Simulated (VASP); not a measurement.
# BeS (P6_3/mmc) in VASP: single point with HSE06

Aim: the single point of BeS with HSE06.

All numbers are computed with VASP 6.6.1; they aren't measurements. Logs are shortened: lines on timing, memory, paths and dates and some standing lists are left out, and cuts for length are marked.

## Step 1: The cell of the first run

It takes space group P6_3/mmc (No. 194, hexagonal). Conventional cell: a = 3.462 Å, b = 3.462 Å, c = 6.992 Å, α = 90.00°, β = 90.00°, γ = 120.00°. Within 2.6 Å of Be (site symmetry -6m2) lie 3 S at 2.00 Å. Within 2.6 Å of S (site symmetry -6m2) lie 3 Be at 2.00 Å.

## Step 2: Single point, HSE06

The input, POSCAR:

```
BeS
1.0
    3.4621570814      0.0000000000      0.0000000000
   -1.7310785407      2.9983159844      0.0000000000
    0.0000000000      0.0000000000      6.9924280704
Be S
2 2
Direct
    0.3333333333      0.6666666667      0.2500000000
    0.6666666667      0.3333333333      0.7500000000
    0.6666666667      0.3333333333      0.2500000000
    0.3333333333      0.6666666667      0.7500000000
```

The input, INCAR.step1:

```
SYSTEM = BeS
PREC = Accurate
ENCUT = 520
EDIFF = 1E-5
ISMEAR = 0
SIGMA = 0.01
LREAL = .False.
LASPH = .True.
NELM = 100
ALGO = Normal
ISIF = 2
LWAVE = .True.
LCHARG = .False.
NBANDS = 16
GGA = PE
```

The input, INCAR.step2:

```
SYSTEM = BeS
PREC = Accurate
ENCUT = 520
EDIFF = 1E-6
ISMEAR = 0
SIGMA = 0.01
LREAL = .False.
LASPH = .True.
NELM = 100
ALGO = Normal
ISIF = 2
LWAVE = .False.
LCHARG = .False.
GGA = PE
LHFCALC = .True.
HFSCREEN = 0.2079
PRECFOCK = Normal
NBANDS = 16
ISTART = 1
```

The input, KPOINTS:

```
regular mesh
0
Gamma
  6 6 4
  0 0 0
```

Potentials or basis: VASP PAW PBE potentials, release 64 (Be, S).

Started as:

```
> cat potpaw_PBE.64/Be/POTCAR potpaw_PBE.64/S/POTCAR > POTCAR
> cp INCAR.step1 INCAR
> mpirun -np 1 vasp_std > vasp.out
> cp INCAR.step2 INCAR
> mpirun -np 1 vasp_std > vasp.out
```

OUTCAR:

```text
SYSTEM = BeS
   PREC = Accurate
   ENCUT = 520
   EDIFF = 1E-6
   ISMEAR = 0
   LREAL = .False.
   LASPH = .True.
   NELM = 100
   ISIF = 2
   GGA = PE
   LHFCALC = .True.
   HFSCREEN = 0.2079
   PRECFOCK = Normal
   ISTART = 1

 ion  position               nearest neighbor table
   1  0.333  0.667  0.250-   3 2.00   3 2.00   3 2.00
   2  0.667  0.333  0.750-   4 2.00   4 2.00   4 2.00
   3  0.667  0.333  0.250-   1 2.00   1 2.00   1 2.00
   4  0.333  0.667  0.750-   2 2.00   2 2.00   2 2.00

  LATTYP: Found a hexagonal cell.
 ALAT       =     3.4621570814
 C/A-ratio  =     2.0196738351

  Lattice vectors:

 A1 = (   3.4621570814,   0.0000000000,   0.0000000000)
 A2 = (  -1.7310785407,   2.9983159844,   0.0000000000)
 A3 = (   0.0000000000,   0.0000000000,   6.9924280704)

Analysis of symmetry for initial positions (statically):
=====================================================================
 Subroutine PRICEL returns:
 Original cell was already a primitive cell.

 Routine SETGRP: Setting up the symmetry group for a
 hexagonal supercell.

 Subroutine GETGRP returns: Found 24 space group operations
 (whereof 12 operations were pure point group operations)
 out of a pool of 24 trial point group operations.

The static configuration has the point symmetry D_3d.
 The point group associated with its full space group is D_6h.

Analysis of symmetry for dynamics (positions and initial velocities):
=====================================================================
 Subroutine PRICEL returns:
 Original cell was already a primitive cell.

 Routine SETGRP: Setting up the symmetry group for a
 hexagonal supercell.

 Subroutine GETGRP returns: Found 24 space group operations
 (whereof 12 operations were pure point group operations)
 out of a pool of 24 trial point group operations.

The dynamic configuration has the point symmetry D_3d.
 The point group associated with its full space group is D_6h.

 Subroutine INISYM returns: Found 24 space group operations
 (whereof 12 operations are pure point group operations),
 and found     1 'primitive' translations

----------------------------------------------------------------------------------------

                                     Primitive cell

  volume of cell :      72.5859

  direct lattice vectors                    reciprocal lattice vectors
     3.462157081  0.000000000  0.000000000     0.288837270  0.166760276  0.000000000
    -1.731078541  2.998315984  0.000000000     0.000000000  0.333520551  0.000000000
     0.000000000  0.000000000  6.992428070     0.000000000  0.000000000  0.143011839

  length of vectors
     3.462157081  3.462157081  6.992428070     0.333520551  0.333520551  0.143011839

  position of ions in fractional coordinates (direct lattice)
     0.333333333  0.666666667  0.250000000
     0.666666667  0.333333333  0.750000000
     0.666666667  0.333333333  0.250000000
     0.333333333  0.666666667  0.750000000

  ion indices of the primitive-cell ions
   primitive index   ion index
                 1           1
                 2           2
                 3           3
                 4           4

----------------------------------------------------------------------------------------

 KPOINTS: regular mesh

Automatic generation of k-mesh.
 Grid dimensions read from file:
 generate k-points for:    6    6    4

 Generating k-lattice:

  Cartesian coordinates                     Fractional coordinates (reciprocal lattice)
     0.048139545  0.027793379  0.000000000     0.166666667 -0.000000000  0.000000000
     0.000000000  0.055586759  0.000000000     0.000000000  0.166666667  0.000000000
     0.000000000  0.000000000  0.035752960     0.000000000  0.000000000  0.250000000

  Length of vectors
     0.055586759  0.055586759  0.035752960

  Shift w.r.t. Gamma in fractional coordinates (k-lattice)
     0.000000000  0.000000000  0.000000000

 Subroutine IBZKPT returns following result:
 ===========================================

 Found     21 irreducible k-points:

 Following reciprocal coordinates:
            Coordinates               Weight
  0.000000  0.000000  0.000000      1.000000
  0.166667  0.000000  0.000000      6.000000
  0.333333  0.000000  0.000000      6.000000
  0.500000  0.000000  0.000000      3.000000
  0.166667  0.166667  0.000000      6.000000
  0.333333  0.166667  0.000000     12.000000
[... 13 lines left out ...]
  0.333333  0.166667  0.500000     12.000000
  0.333333  0.333333  0.500000      2.000000
   k-points           NKPTS =     21   k-points in BZ     NKDIM =    144   number of bands    NBANDS=     16
   number of dos      NEDOS =    301   number of ions     NIONS =      4
   total plane-waves  NPLWV =  42336
   dimension x,y,z NGX =    28 NGY =   28 NGZ =   54
   dimension x,y,z NGXF=    56 NGYF=   56 NGZF=  108
   ions per type =               2   2
   NGX,Y,Z   is equivalent  to a cutoff of  13.45, 13.45, 12.84 a.u.
   NGXF,Y,Z  is equivalent  to a cutoff of  26.89, 26.89, 25.68 a.u.
 SYSTEM =  BeS
   PREC   = accura    normal or accurate (medium, high low for compatibility)
   ISTART =      1    job   : 0-new  1-cont  2-samecut
   ICHARG =      0    charge: 1-file 2-atom 10-const
   ISPIN  =      1    spin polarized calculation?
   LNONCOLLINEAR =      F non collinear calculations
   LSORBIT =      F    spin-orbit coupling
   LASPH  =      T    aspherical Exc in radial PAW
   ENCUT  =  520.0 eV  38.22 Ry    6.18 a.u.   6.44  6.44 13.00*2*pi/ulx,y,z
   NELM   =    100;   NELMIN=  2; NELMDL=  0     # of ELM steps
   EDIFF  = 0.1E-05   stopping-criterion for ELM
   LREAL  =      F    real-space projection
   EDIFFG = 0.1E-04   stopping-criterion for IOM
   NSW    =      0    number of steps for IOM
   IBRION =     -1    ionic relax: 0-MD 1-quasi-New 2-CG
   NFREE  =      0    steps in history (QN), initial steepest desc. (CG)
   ISIF   =      2    stress and relaxation
   ISYM   =      3    0-nonsym 1-usesym 2-fastsym
   POTIM  = 0.5000    time-step for ionic-motion
   TEBEG  =    0.0;   TEEND  =   0.0 temperature during run
   PSTRESS=    0.0 pullay stress
   NELECT =      16.0000    total number of electrons
   NUPDOWN=      -1.0000    fix difference up-down
   EMIN   =  10.00;   EMAX   =-10.00  energy-range for DOS
   EFERMI =   0.00;   METHOD = LEGACY
   ISMEAR =     0;   SIGMA  =   0.01  broadening in eV -4-tet -1-fermi 0-gaus
   EFERMI_NEDOS =   21; number of points for ismear=-14 and -15
   IALGO  =     38    algorithm
   IMIX   =      1    mixing-type and parameters
     AMIX     =   0.40;   BMIX     =  1.00
     AMIX_MAG =   1.60;   BMIX_MAG =  1.00
  volume/ion in A,a.u.               =      18.15       122.46
  Fermi-wavevector in a.u.,A,eV,Ry     =   0.988927  1.868800 13.306171  0.977976
  Thomas-Fermi vector in A             =   2.120489
   LORBIT       =      0    0 simple, 1 ext, 2 COOP (PROOUT), +10 PAW based schemes
   GGA     = PE    functional components
   LHFCALC =     T    Hartree Fock is set to
   PRECFOCK=normal    Normal, Fast or Accurate (Low or Medium for compatibility)
   ENCUT4O =  -1.0   cutoff for four orbital integrals eV
   NKREDX  =     1    reduce k-point grid by
   NKREDY  =     1    reduce k-point grid by
   NKREDZ  =     1    reduce k-point grid by
   AEXX    =    0.2500 exact exchange contribution
   HFSCREEN=    0.2079 screening length (either q_TF or 0.3 A-1)
   HFSCREENC=   0.2079 screening length for correlation (either q_TF or 0.3 A-1)
   ENCUTFOCK=  -1.0 apply spherical cutoff to Coloumb kernel
   IVDW    =     0    specifies the selected vdW correction
   LEPSILON=     F    determine dielectric tensor
   LRPA    =     F    only Hartree local field effects (RPA)
 non-spin polarized calculation
 Gauss-broadening in eV      SIGMA  =   0.01
  energy-cutoff  :      520.00
  volume of cell :       72.59
 maximum number of plane-waves:      1986
 NGX is ok and might be reduce to    28
  NGX = 20; NGY = 20; NGZ = 40

 number of electron      16.0000001 magnetization

 Free energy of the ion-electron system (eV)
  ---------------------------------------------------
  ext. energy  EPLUGINS =         0.00000000
  ---------------------------------------------------
  free energy    TOTEN  =       -21.92737266 eV

  energy without entropy =      -21.92737266  energy(sigma->0) =      -21.92737266

 E-fermi :   0.9559     XC(G=0):  -7.1507

 val. band max:        0.9120916081   @ k =   0.3333   0.1667   0.0000
 cond. band min:       5.9562869441   @ k =   0.5000   0.0000   0.2500
 fundamental gap:      5.0441953360
 Fermi energy:         0.9559493695

 k-point     1 :       0.0000    0.0000    0.0000
  band No.  band energies     occupation
      1     -12.8575      2.00000
      2     -12.3773      2.00000
      3      -2.8504      2.00000
      4       0.0820      2.00000
      5       0.0820      2.00000
      6       0.2461      2.00000
[... 8 lines left out ...]
     15      10.4464      0.00000
     16      11.6609      0.00000

 k-point     2 :       0.1667    0.0000    0.0000
  band No.  band energies     occupation
      1     -12.6045      2.00000
      2     -12.1590      2.00000
      3      -2.4526      2.00000
      4      -1.2295      2.00000
      5      -1.0099      2.00000
      6      -0.4074      2.00000
[... 8 lines left out ...]
     15      10.1653      0.00000
     16      10.8112      0.00000

 k-point     3 :       0.3333    0.0000    0.0000
  band No.  band energies     occupation
      1     -11.9852      2.00000
      2     -11.6636      2.00000
      3      -3.3109      2.00000
      4      -3.0691      2.00000
      5      -1.3702      2.00000
      6      -1.1653      2.00000
[... 8 lines left out ...]
     15      12.8947      0.00000
     16      13.2428      0.00000
[... 305 lines left out ...]
 k-point    20 :       0.3333    0.1667    0.5000
  band No.  band energies     occupation
      1     -11.4903      2.00000
      2     -11.4903      2.00000
      3      -3.7727      2.00000
      4      -3.7727      2.00000
      5      -2.0600      2.00000
      6      -2.0600      2.00000
[... 8 lines left out ...]
     15      12.7166      0.00000
     16      12.7166      0.00000

 k-point    21 :       0.3333    0.3333    0.5000
  band No.  band energies     occupation
      1     -11.3046      2.00000
      2     -11.3046      2.00000
      3      -3.3474      2.00000
      4      -3.3474      2.00000
      5      -3.3431      2.00000
      6      -3.3431      2.00000
[... 8 lines left out ...]
     15      12.6621      0.00000
     16      12.6621      0.00000

------------------------ aborting loop because EDIFF is reached ----------------------------------------

  FORCE on cell =-STRESS in cart. coord.  units (eV):
  Direction    XX          YY          ZZ          XY          YZ          ZX
  --------------------------------------------------------------------------------------
  -------------------------------------------------------------------------------------
  Total       -0.3842182     -0.3842182      0.1334909      0.0000000     -0.0000000      0.0000000
  in kB       -8.4807904     -8.4807904      2.9465235      0.0000000     -0.0000000      0.0000000
  external PRESSURE =      -4.6716857 kB  Pullay stress =       0.0000000 kB

 VOLUME and BASIS-vectors are now :
 -----------------------------------------------------------------------------
  energy-cutoff  :      520.00
  volume of cell :       72.59
      direct lattice vectors                 reciprocal lattice vectors
     3.462157081  0.000000000  0.000000000     0.288837270  0.166760276  0.000000000
    -1.731078541  2.998315984  0.000000000     0.000000000  0.333520551  0.000000000
     0.000000000  0.000000000  6.992428070     0.000000000  0.000000000  0.143011839

 POSITION                                       TOTAL-FORCE (eV/Angst)
 -----------------------------------------------------------------------------------
     -0.00000      1.99888      1.74811         0.000000     -0.000000      0.000000
      1.73108      0.99944      5.24432        -0.000000      0.000000      0.000000
      1.73108      0.99944      1.74811         0.000000     -0.000000     -0.000000
     -0.00000      1.99888      5.24432        -0.000000      0.000000     -0.000000
 -----------------------------------------------------------------------------------
    total drift:                                0.000000      0.000000     -0.000000

  FREE ENERGIE OF THE ION-ELECTRON SYSTEM (eV)
  ---------------------------------------------------
  free  energy   TOTEN  =       -21.9273726575 eV

  energy  without entropy=      -21.9273726575  energy(sigma->0) =      -21.92737266
```

Run time: 33 min. Hardware: 1 thread of AMD EPYC 7R43 (Zen 3), shared host; peak memory 0.28 GiB.

Results:

```yaml
Free_energy: -21.9274 eV
Pressure: -0.5 GPa
Band_gap_on_the_k_mesh: 5.04 eV (least direct gap 5.21 eV)
```

Stress tensor (GPa, compression positive):
```
-0.85  0.00  0.00
 0.00 -0.85  0.00
 0.00  0.00  0.29
```

Caveat: the PAW data sets were made with another functional, which shifts forces and pressure a little.
